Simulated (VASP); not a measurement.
# SrB3 (Pm-3m) in VASP: further runs

SrB3 is run at these levels: PBE; tasks: single point, relaxation of cell and atoms.

Program: VASP 6.6.1. These are calculated values, not measurements. Logs are shortened: lines on timing, memory, paths and dates and some standing lists are left out, and cuts for length are marked.

**1. The cell of the first run**

It takes space group Pm-3m (No. 221, cubic). Conventional cell: a = 3.846 Å, b = 3.846 Å, c = 3.846 Å, α = 90.00°, β = 90.00°, γ = 90.00°. Sr (site symmetry m-3m) has 12 B at 2.72 Å within 3.6 Å. B (site symmetry 4/mmm) has 4 Sr at 2.72 Å and 8 B at 2.72 Å within 3.6 Å.

The cell was built from a structure type or drawn by symmetry, and may not be a known phase.

**2. Single point, PBE**

File INCAR:

```
PREC = Accurate
ENCUT = 520
EDIFF = 1E-6
ISMEAR = 0
SIGMA = 0.1
LREAL = False
LASPH = True
NELM = 100
ALGO = Normal
ISIF = 2
LWAVE = False
LCHARG = False
GGA = PE
NBANDS = 18
```

File KPOINTS:

```
regular mesh
0
Gamma
  12 12 12
```

File POSCAR:

```
SrB3
1.0
    3.8455268375      0.0000000000      0.0000000000
    0.0000000000      3.8455268375      0.0000000000
    0.0000000000      0.0000000000      3.8455268375
Sr B
1 3
Direct
    0.0000000000      0.0000000000      0.0000000000
    0.0000000000      0.5000000000      0.5000000000
    0.5000000000      0.0000000000      0.5000000000
    0.5000000000      0.5000000000      0.0000000000
```

Potentials or basis: VASP PAW PBE potentials, release 64 (Sr_sv, B).

Run with:

```
cat potpaw_PBE.64/Sr_sv/POTCAR potpaw_PBE.64/B/POTCAR > POTCAR
mpirun -np 1 vasp_std > vasp.out
```

OUTCAR:

```text
PREC = Accurate
   ENCUT = 520
   EDIFF = 1E-6
   ISMEAR = 0
   LREAL = False
   LASPH = True
   NELM = 100
   ISIF = 2
   GGA = PE

 ion  position               nearest neighbor table
   1  0.000  0.000  0.000-   2 2.72   3 2.72   4 2.72   2 2.72   3 2.72   2 2.72   4 2.72   2 2.72
                             3 2.72   4 2.72   3 2.72   4 2.72
   2  0.000  0.500  0.500-   1 2.72   1 2.72   1 2.72   1 2.72
   3  0.500  0.000  0.500-   1 2.72   1 2.72   1 2.72   1 2.72
   4  0.500  0.500  0.000-   1 2.72   1 2.72   1 2.72   1 2.72

  LATTYP: Found a simple cubic cell.
 ALAT       =     3.8455268375

  Lattice vectors:

 A1 = (   3.8455268375,   0.0000000000,   0.0000000000)
 A2 = (   0.0000000000,   3.8455268375,   0.0000000000)
 A3 = (   0.0000000000,   0.0000000000,   3.8455268375)

Analysis of symmetry for initial positions (statically):
=====================================================================
 Subroutine PRICEL returns:
 Original cell was already a primitive cell.

 Routine SETGRP: Setting up the symmetry group for a
 simple cubic supercell.

 Subroutine GETGRP returns: Found 48 space group operations
 (whereof 48 operations were pure point group operations)
 out of a pool of 48 trial point group operations.

The static configuration has the point symmetry O_h .

Analysis of symmetry for dynamics (positions and initial velocities):
=====================================================================
 Subroutine PRICEL returns:
 Original cell was already a primitive cell.

 Routine SETGRP: Setting up the symmetry group for a
 simple cubic supercell.

 Subroutine GETGRP returns: Found 48 space group operations
 (whereof 48 operations were pure point group operations)
 out of a pool of 48 trial point group operations.

The dynamic configuration has the point symmetry O_h .

 Subroutine INISYM returns: Found 48 space group operations
 (whereof 48 operations are pure point group operations),
 and found     1 'primitive' translations

----------------------------------------------------------------------------------------

                                     Primitive cell

  volume of cell :      56.8679

  direct lattice vectors                    reciprocal lattice vectors
     3.845526838  0.000000000  0.000000000     0.260042393  0.000000000  0.000000000
     0.000000000  3.845526838  0.000000000     0.000000000  0.260042393  0.000000000
     0.000000000  0.000000000  3.845526838     0.000000000  0.000000000  0.260042393

[... 89 lines left out ...]
   EDIFFG = 0.1E-04   stopping-criterion for IOM
   NSW    =      0    number of steps for IOM
   IBRION =     -1    ionic relax: 0-MD 1-quasi-New 2-CG
   NFREE  =      0    steps in history (QN), initial steepest desc. (CG)
   ISIF   =      2    stress and relaxation
   ISYM   =      2    0-nonsym 1-usesym 2-fastsym
   POTIM  = 0.5000    time-step for ionic-motion
   TEBEG  =    0.0;   TEEND  =   0.0 temperature during run
   PSTRESS=    0.0 pullay stress
   NELECT =      19.0000    total number of electrons
   NUPDOWN=      -1.0000    fix difference up-down
   EMIN   =  10.00;   EMAX   =-10.00  energy-range for DOS
   EFERMI =   0.00;   METHOD = LEGACY
   ISMEAR =     0;   SIGMA  =   0.10  broadening in eV -4-tet -1-fermi 0-gaus
   EFERMI_NEDOS =   21; number of points for ismear=-14 and -15
   IALGO  =     38    algorithm
   IMIX   =      4    mixing-type and parameters
     AMIX     =   0.40;   BMIX     =  1.00
     AMIX_MAG =   1.60;   BMIX_MAG =  1.00
  volume/ion in A,a.u.               =      14.22        95.94
  Fermi-wavevector in a.u.,A,eV,Ry     =   1.135979  2.146688 17.557605  1.290448
  Thomas-Fermi vector in A             =   2.272684
   LORBIT       =      0    0 simple, 1 ext, 2 COOP (PROOUT), +10 PAW based schemes
   GGA     = PE    functional components
   LHFCALC =     F    Hartree Fock is set to
   AEXX    =    0.0000 exact exchange contribution
   IVDW    =     0    specifies the selected vdW correction
   LEPSILON=     F    determine dielectric tensor
   LRPA    =     F    only Hartree local field effects (RPA)
 non-spin polarized calculation
 Gauss-broadening in eV      SIGMA  =   0.10
  energy-cutoff  :      520.00
  volume of cell :       56.87
 maximum number of plane-waves:      1568
 NGX is ok and might be reduce to    30
   NGX = 15   NGY = 15   NGZ = 15

 number of electron      19.0000001 magnetization

 Free energy of the ion-electron system (eV)
  ---------------------------------------------------
  ext. energy  EPLUGINS =         0.00000000
  ---------------------------------------------------
  free energy    TOTEN  =       -13.87770476 eV

  energy without entropy =      -13.86998637  energy(sigma->0) =      -13.87384556

 E-fermi :   3.1193     XC(G=0): -10.4679

 val. band max:        3.1064286532   @ k =   0.3333   0.3333   0.1667
 cond. band min:       3.1448006816   @ k =   0.3333   0.1667   0.0000
 fundamental gap:      0.0383720284
 Fermi energy:         3.1192739407

 k-point     1 :       0.0000    0.0000    0.0000
  band No.  band energies     occupation
      1     -29.5559      2.00000
      2     -11.7877      2.00000
      3     -11.7877      2.00000
      4     -11.7877      2.00000
      5      -6.1363      2.00000
      6       0.2015      2.00000
[... 481 lines left out ...]
      5      -3.7036      2.00000
      6      -2.0030      2.00000
[... 10 lines left out ...]
     17      11.5436      0.00000
     18      13.2964      0.00000

 [... further k-points ...]

------------------------ aborting loop because EDIFF is reached ----------------------------------------

  FORCE on cell =-STRESS in cart. coord.  units (eV):
  Direction    XX          YY          ZZ          XY          YZ          ZX
  --------------------------------------------------------------------------------------
  -------------------------------------------------------------------------------------
  Total        0.0693067      0.0693067      0.0693067      0.0000000      0.0000000     -0.0000000
  in kB        1.9526210      1.9526210      1.9526210      0.0000000      0.0000000     -0.0000000
  external PRESSURE =       1.9526210 kB  Pullay stress =       0.0000000 kB

 VOLUME and BASIS-vectors are now :
 -----------------------------------------------------------------------------
  energy-cutoff  :      520.00
  volume of cell :       56.87
      direct lattice vectors                 reciprocal lattice vectors
     3.845526838  0.000000000  0.000000000     0.260042393  0.000000000  0.000000000
     0.000000000  3.845526838  0.000000000     0.000000000  0.260042393  0.000000000
     0.000000000  0.000000000  3.845526838     0.000000000  0.000000000  0.260042393

 POSITION                                       TOTAL-FORCE (eV/Angst)
 -----------------------------------------------------------------------------------
      0.00000      0.00000      0.00000         0.000000      0.000000      0.000000
      0.00000      1.92276      1.92276         0.000000      0.000000      0.000000
      1.92276      0.00000      1.92276         0.000000      0.000000      0.000000
      1.92276      1.92276      0.00000         0.000000      0.000000      0.000000
 -----------------------------------------------------------------------------------
    total drift:                                0.000000      0.000000     -0.000000

  FREE ENERGIE OF THE ION-ELECTRON SYSTEM (eV)
  ---------------------------------------------------
  free  energy   TOTEN  =       -13.8777047550 eV

  energy  without entropy=      -13.8699863700  energy(sigma->0) =      -13.87384556
```

Run time: 28 s. Hardware: 1 thread of Intel Xeon 6975P-C (Granite Rapids), shared host; peak memory 0.22 GiB.

What came out:

| Property | Result |
| --- | --- |
| Free energy | -13.8777 eV |
| Pressure | 0.2 GPa |
| Band gap on the k mesh | zero (an odd number of electrons rules out a gap without spin polarisation) |

[end of part 1 of 2]
